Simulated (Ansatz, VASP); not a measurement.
**GaP in VASP and in Ansatz**

POSCAR

```
GaP
1.0
    0.0000000000      2.7379834761      2.7379834761
    2.7379834761      0.0000000000      2.7379834761
    2.7379834761      2.7379834761      0.0000000000
Ga P
1 1
Direct
    0.0000000000      0.0000000000      0.0000000000
    0.7500000000      0.7500000000      0.7500000000
```

File INCAR.step1:

```
  PREC = Accurate
  ENCUT = 550
  ISMEAR = 0
  SIGMA = 0.05
  LREAL = False
  LASPH = True
  NELM = 120
  NBANDS = 16
  GGA = PE
  ALGO = Normal
  EDIFF = 1E-5
  LWAVE = True
  LCHARG = False
  GGA_COMPAT = False
```

The input INCAR.step2:

```
  PREC = Accurate
  ENCUT = 550
  EDIFF = 1E-6
  ISMEAR = 0
  SIGMA = 0.05
  LREAL = False
  LASPH = True
  NELM = 120
  ALGO = Normal
  ISIF = 2
  LWAVE = False
  LCHARG = True
  METAGGA = R2SCAN
  LMIXTAU = True
  LELF = True
  LVHAR = True
  NBANDS = 16
  ISTART = 1
  GGA_COMPAT = False
```

Contents of KPOINTS:

```
regular mesh
0
Gamma
  8 8 8
```

Input for Ansatz:

```yaml
crystal:
  lattice:
    - [0.0, 2.7379834761, 2.7379834761]
    - [2.7379834761, 0.0, 2.7379834761]
    - [2.7379834761, 2.7379834761, 0.0]
  atoms:
    - { symbol: Ga, position: [0.0, 0.0, 0.0] }
    - { symbol: P, position: [0.75, 0.75, 0.75] }
basis:
  ecutwfc: 500
  ecutrho_ratio: 4
kpoints:
  mp_grid: { grid: [8, 8, 8] }
hamiltonian:
  xc: r2scan
scf:
  occupations: { method: gaussian, width: 0.05 }
output:
  forces: true
  stress: true
  eigenvalues: true
```

Alike in both runs: task single point; functional r2SCAN; k mesh 8 × 8 × 8; occupations gaussian, width 0.05 eV; no spin polarisation.

|  | VASP | Ansatz |
| --- | --- | --- |
| version | VASP 6.6.1 | Ansatz 0.2.0 |
| potentials or method | VASP PAW PBE potentials, release 64 (Ga_d, P), cutoff 550 eV | scalar-relativistic, plane waves, PAW |
| valence electrons in the cell | 18 | 18 |

VASP gave:

- gap on the k mesh at the Fermi level (eV): 1.92
- least direct gap on the mesh (eV): 2.22
- pressure (GPa): -1.2

Task: Estimate Ansatz's values.

Result: gap on the k mesh at the Fermi level (eV): 1.91; least direct gap on the mesh (eV): 2.24; pressure (GPa): -1.2.

VASP's potentials were made for PBE, not for r2SCAN.
